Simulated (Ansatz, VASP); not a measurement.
# One calculation of Eu, two programs

File POSCAR:

```
Eu
1.0
    3.4457701803      0.0000000000      0.0000000000
    0.0000000000      3.4457701803      0.0000000000
    0.0000000000      0.0000000000      3.4457701803
Eu
1
Direct
    0.0000000000      0.0000000000      0.0000000000
```

INCAR.step1

```
PREC = Accurate
ENCUT = 520
ISMEAR = -1
SIGMA = 0.05
LREAL = False
LASPH = True
NELM = 150
ISPIN = 2
MAGMOM = 7
LMAXMIX = 6
NBANDS = 18
GGA = PE
ALGO = Normal
EDIFF = 1E-4
LWAVE = True
LCHARG = False
```

File INCAR.step2:

```
PREC = Accurate
ENCUT = 520
EDIFF = 1E-8
ISMEAR = -1
SIGMA = 0.05
LREAL = False
LASPH = True
NELM = 150
ALGO = Normal
ISIF = 2
LWAVE = False
LCHARG = False
ISPIN = 2
MAGMOM = 7
LORBIT = 11
LMAXMIX = 6
METAGGA = R2SCAN
LMIXTAU = True
LEFG = True
NBANDS = 18
ISTART = 1
```

The input KPOINTS:

```
Automatic mesh
0
Gamma
  11 11 11
```

Input for Ansatz:

```yaml
crystal:
  lattice:
    - [3.4457701803, 0.0, 0.0]
    - [0.0, 3.4457701803, 0.0]
    - [0.0, 0.0, 3.4457701803]
  atoms:
    - { symbol: Eu, position: [0.0, 0.0, 0.0], spin: 7.0 }
magnetization:
  spin_polarized: true
kpoints:
  mp_grid: { grid: [11, 11, 11] }
scf:
  occupations: { method: fermi_dirac, width: 0.05 }
hamiltonian:
  xc: r2scan
  pseudopotentials: { kind: paw }
output:
  forces: true
  stress: true
  eigenvalues: true
  efg: { contact_densities: true }
```

Change from the starting cell: functional r2scan, volume scaled by 0.96, PAW files.

Alike in both runs: task electric field gradients; functional r2SCAN; k mesh 11 × 11 × 11; occupations fermi-dirac, width 0.05 eV; collinear spin.

```csv
,VASP,Ansatz
version,VASP 6.6.1,Ansatz 0.2.0
potentials or method,"VASP PAW PBE potentials, release 64 (Eu)","PAW with Ansatz's default frozen-core files, scalar-relativistic"
plane-wave cutoff (eV),520,500
valence electrons in the cell,17,17
```

VASP gave:

```
pressure (GPa)                                                : -0.2
net moment per atom (μB)                                      : 7.17
size of the moment on the site where the two differ most (μB) : 6.62
```

Task: What did Ansatz give for the same quantities?

Result: Pressure (GPa): 0.2; net moment per atom (μB): 7.17; size of the moment on the site where the two differ most (μB): 7.00.

VASP's potentials were made for PBE, not for r2SCAN. Site moments also hang on the region over which each program counts them. The functional is the same, so the differences come from potentials, cutoffs and numerics. Ansatz's warnings: stability check not made.

Spin-orbit coupling is off throughout.
